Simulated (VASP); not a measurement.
Input of a VASP 6.6.1 run:

File INCAR:

```
ALGO = Normal
EDIFF = 1E-7
ENCUT = 520
GGA = PS
ISIF = 2
ISMEAR = 0
LASPH = True
LCHARG = False
LREAL = False
LWAVE = False
NBANDS = 28
NELM = 100
PREC = Accurate
SIGMA = 0.02
```

The input KPOINTS:

```
k-points
0
Gamma
  8 6 6
```

File POSCAR:

```
SnO
1.0
    3.3156086192      0.0000000000      0.0000000000
    0.0000000000      5.7050002121      0.0000000000
    0.0000000000      0.0000000000      3.8941647112
Sn O
2 2
Direct
    0.0000000000      0.2337881461      0.5261742566
    0.5000000000      0.7662118539      0.0261742566
    0.0000000000      0.8853566278      0.7238267434
    0.5000000000      0.1146433722      0.2238267434
```

Potentials or basis: VASP PAW PBE potentials, release 64 (Sn_d, O).

The run is started by

```bash
$ cat potpaw_PBE.64/Sn_d/POTCAR potpaw_PBE.64/O/POTCAR > POTCAR
$ mpirun -np 1 vasp_std > vasp.out
```

Q: Predict the largest force.

A: 0.085 eV/Å.

Q: Predict the pressure.

A: 0.2 GPa.

Q: Estimate the band gap on the k mesh.

A: 1.23 eV (least direct gap 1.85 eV).

Forces on the atoms (eV/Å):
```
Sn   0.000  0.080  0.030
Sn   0.000 -0.080  0.030
O    0.000  0.003 -0.030
O    0.000 -0.003 -0.030
```

Caveat: the PAW data sets were made with another functional, which shifts forces and pressure a little; spin-orbit coupling is left out, which moves the levels of the heavy elements. A k mesh can miss the band edges.
